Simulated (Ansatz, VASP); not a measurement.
**One calculation of Os, two programs**

```
Os
1.0
     2.69306    0.00000    0.00000
    -1.34653    2.33226    0.00000
     0.00000    0.00000    4.36275
Os
2
Direct
  0.33333 0.66667 0.25000
  0.66667 0.33333 0.75000
```

Alike in both runs: task relaxation of cell and atoms; functional LDA; k mesh 18 × 18 × 10; occupations fermi-dirac, width 0.05 eV; no spin polarisation.

```csv
,VASP,Ansatz
version,VASP 6.6.1,Ansatz 0.2.0
potentials or method,"VASP PAW LDA potentials, release 64 (Os)","PAW with Ansatz's default frozen-core files, scalar-relativistic"
plane-wave cutoff (eV),600,420
valence electrons in the cell,16,32
```

```csv
,VASP,Ansatz,Ansatz less VASP
relaxed volume (Å³/atom),13.74,13.70,-0.036
relaxed length of the cell vector where the two differ most in proportion (Å),2.717,2.715,-0.0026
```

LDA's correlation is that of Perdew and Zunger in VASP and of Perdew and Wang (1992) in Ansatz. VASP's potentials hold 16 valence electrons a cell and Ansatz's 32, so a difference there can come from the potentials and not from the codes.

Neither program's run includes spin-orbit coupling.
